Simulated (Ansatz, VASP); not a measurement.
**HfO2: VASP beside Ansatz**

INCAR

```
SYSTEM = HfO2
ALGO = Normal ; EDIFF = 1E-6
ENCUT = 520 ; GGA = PS
ISIF = 2 ; ISMEAR = 0
LASPH = .True. ; LCHARG = .False.
LREAL = .False. ; LWAVE = .False.
NBANDS = 56 ; NELM = 60
PREC = Accurate ; SIGMA = 0.01
```

File KPOINTS:

```
k-points
0
Gamma
  4 4 4
  0 0 0
```

The input POSCAR:

```
HfO2
1.0
    5.1019000000      0.0000000000      0.0000000000
    0.0000000000      5.1540000000      0.0000000000
    0.0000000000      0.0000000000      5.1036000000
Hf O
4 8
Direct
    0.0003000000      0.2620000000      0.1926000000
    0.9997000000      0.7380000000      0.6926000000
    0.5003000000      0.7380000000      0.1926000000
    0.4997000000      0.2620000000      0.6926000000
    0.2223000000      0.0301000000      0.9231000000
    0.7777000000      0.9699000000      0.4231000000
    0.7223000000      0.9699000000      0.9231000000
    0.2777000000      0.0301000000      0.4231000000
    0.2490000000      0.4928000000      0.4451000000
    0.7510000000      0.5072000000      0.9451000000
    0.7490000000      0.5072000000      0.4451000000
    0.2510000000      0.4928000000      0.9451000000
```

Input for Ansatz:

```yaml
crystal:
  lattice:
    - [5.1019, 0.0, 0.0]
    - [0.0, 5.154, 0.0]
    - [0.0, 0.0, 5.1036]
  atoms:
    - { symbol: Hf, position: [0.0003, 0.262, 0.1926] }
    - { symbol: Hf, position: [0.9997, 0.738, 0.6926] }
    - { symbol: Hf, position: [0.5003, 0.738, 0.1926] }
    - { symbol: Hf, position: [0.4997, 0.262, 0.6926] }
    - { symbol: O, position: [0.2223, 0.0301, 0.9231] }
    - { symbol: O, position: [0.7777, 0.9699, 0.4231] }
    - { symbol: O, position: [0.7223, 0.9699, 0.9231] }
    - { symbol: O, position: [0.2777, 0.0301, 0.4231] }
    - { symbol: O, position: [0.249, 0.4928, 0.4451] }
    - { symbol: O, position: [0.751, 0.5072, 0.9451] }
    - { symbol: O, position: [0.749, 0.5072, 0.4451] }
    - { symbol: O, position: [0.251, 0.4928, 0.9451] }
scf:
  occupations: { method: fixed }
output:
  forces: true
  stress: true
  eigenvalues: true
  polarization: {}
  write_density: true
  write_potential: true
  elf: true
  volumetric_format: npy
hamiltonian:
  xc: pbesol
basis:
  ecutwfc: 600
kpoints:
  mp_grid: { grid: [4, 4, 4] }
```

Alike in both runs: task single point; functional PBEsol; k mesh 4 × 4 × 4; no spin polarisation.

|  | VASP | Ansatz |
| --- | --- | --- |
| version | VASP 6.6.1 | Ansatz 0.2.0 |
| potentials or method | VASP PAW PBE potentials, release 64 (Hf_pv, O), cutoff 520 eV | scalar-relativistic, plane waves, PAW |
| occupations | gaussian, width 0.01 eV | fixed |
| valence electrons in the cell | 88 | 152 |

```csv
,VASP,Ansatz,Ansatz less VASP
gap on the k mesh at the Fermi level (eV),3.46,3.48,+0.016
least direct gap on the mesh (eV),3.46,3.48,+0.016
pressure (GPa),-11.0,-7.7,+3.26
"traceless stress, the component that is largest in VASP (GPa)",-1.27,-1.26,+0.011
rms of the force components (eV/Å),0.922,0.927,+0.0051
```

VASP's potentials were made for PBE, not for PBEsol. Atom by atom the forces differ by 0.024 eV/Å (rms over components). VASP's potentials hold 88 valence electrons a cell and Ansatz's 152, so a difference there can come from the potentials and not from the codes.

Neither program's run includes spin-orbit coupling.
